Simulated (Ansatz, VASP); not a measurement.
# Two plane-wave programs on N

```
N
1.0
    15.00000    0.00000    0.00000
     0.00000   15.50000    0.00000
     0.00000    0.00000   16.00000
N
2
Direct
  0.50187 0.49901 0.46549
  0.49813 0.50099 0.53451
```

Alike in both runs: functional RPBE; k mesh 1 × 1 × 1; occupations gaussian, width 0.005 eV; no spin polarisation.

Ansatz relaxed the structure, and its values are those at the end. VASP's run is a single point on that final structure, the one shown.

|  | VASP | Ansatz |
| --- | --- | --- |
| version | VASP 6.6.1 | Ansatz 0.2.0 |
| potentials or method | VASP PAW PBE potentials, release 64 (N_h), cutoff 1000 eV | scalar-relativistic, plane waves, PAW |
| valence electrons in the cell | 10 | 10 |

```csv
,VASP,Ansatz,Ansatz less VASP
gap on the k mesh at the Fermi level (eV),8.23,8.22,-0.013
rms of the force components (eV/Å),0.016,0.001,-0.0145
```

VASP's potentials were made for PBE, not for RPBE. The functional is the same, so the differences come from potentials, cutoffs and numerics.
